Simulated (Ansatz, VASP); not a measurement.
# Two plane-wave programs on CO2

POSCAR

```
CO2
1.0
    2.6429037954     -2.2811097426      0.0000000000
    2.6429037954      2.2811097426      0.0000000000
    0.0000000000      0.0000000000      6.4270321019
C O
2 4
Direct
    0.0000000000      0.0000000000      0.0000000000
    0.5000000000      0.5000000000      0.5000000000
    0.7952221297      0.2047778703      0.8929834749
    0.2047778703      0.7952221297      0.1070165251
    0.7047778703      0.2952221297      0.3929834749
    0.2952221297      0.7047778703      0.6070165251
```

File INCAR.step1:

```
  ALGO = Normal
  EDIFF = 1E-5
  ENCUT = 520
  GGA = PE
  ISIF = 2
  ISMEAR = 0
  LASPH = True
  LCHARG = False
  LREAL = False
  LWAVE = True
  NBANDS = 25
  NELM = 80
  PREC = Accurate
  SIGMA = 0.01
```

The input INCAR.step2:

```
  ALGO = Normal
  EDIFF = 1E-7
  ENCUT = 520
  GGA = PE
  HFSCREEN = 0.2079
  ISIF = 2
  ISMEAR = 0
  ISTART = 1
  LASPH = True
  LCHARG = False
  LHFCALC = True
  LREAL = False
  LWAVE = False
  NBANDS = 25
  NELM = 80
  PREC = Accurate
  PRECFOCK = Fast
  SIGMA = 0.01
```

The input KPOINTS:

```
k-points
0
Gamma
  4 4 2
```

Input for Ansatz:

```yaml
crystal:
  lattice:
    - [2.6429037954, -2.2811097426, 0.0]
    - [2.6429037954, 2.2811097426, 0.0]
    - [0.0, 0.0, 6.4270321019]
  atoms:
    - { symbol: C, position: [0.0, 0.0, 0.0] }
    - { symbol: C, position: [0.5, 0.5, 0.5] }
    - { symbol: O, position: [0.7952221297, 0.2047778703, 0.8929834749] }
    - { symbol: O, position: [0.2047778703, 0.7952221297, 0.1070165251] }
    - { symbol: O, position: [0.7047778703, 0.2952221297, 0.3929834749] }
    - { symbol: O, position: [0.2952221297, 0.7047778703, 0.6070165251] }
kpoints:
  mp_grid: { grid: [4, 4, 2] }
  band_path:
    path:
      - [0.0, 0.0, 0.0]
      - [0.5, 0.5, 0.0]
      - [0.4527147844, 0.5472852156, 0.0]
      - [-0.4527147844, 0.4527147844, 0.0]
      - [0.0, 0.0, 0.5]
      - [-0.4527147844, 0.4527147844, 0.5]
      - [0.4527147844, 0.5472852156, 0.5]
      - [0.5, 0.5, 0.5]
      - [0.0, 0.5, 0.0]
    npoints: 1
hamiltonian:
  xc: hse06
scf:
  occupations: { method: fixed }
  n_extra_bands: 5
output:
  forces: true
  stress: true
  eigenvalues: true
  write_density: true
  write_potential: true
  elf: true
  volumetric_format: npy
```

Change from the starting cell: uniaxial_y strain -4.2%.

Alike in both runs: task single point; functional HSE06; k mesh 4 × 4 × 2; no spin polarisation.

|  | VASP | Ansatz |
| --- | --- | --- |
| version | VASP 6.6.1 | Ansatz 0.2.0 |
| potentials or method | VASP PAW PBE potentials, release 64 (C, O) | plane waves, PAW |
| plane-wave cutoff (eV) | 520 | 420 |
| occupations | gaussian, width 0.01 eV | fixed |
| valence electrons in the cell | 32 | 32 |

Ansatz gave:

| Quantity | Value |
| --- | --- |
| gap on the k mesh at the Fermi level (eV) | 8.52 |
| pressure (GPa) | 0.5 |
| traceless stress, the component that is largest in VASP (GPa) | -1.82 |
| rms of the force components (eV/Å) | 0.356 |

**Question.** Estimate VASP's values.

**Answer.** gap on the k mesh at the Fermi level (eV): 8.50; pressure (GPa): 2.8; traceless stress, the component that is largest in VASP (GPa): 0.68; rms of the force components (eV/Å): 0.035.

Atom by atom the forces differ by 0.391 eV/Å (rms over components). Ansatz's warnings: stress exchange threshold loose, stress scf threshold loose.

The k mesh is coarse, so the values compare programs but aren't converged. Noted on VASP's run: the standard files for N, O and F lose accuracy on very short bonds.
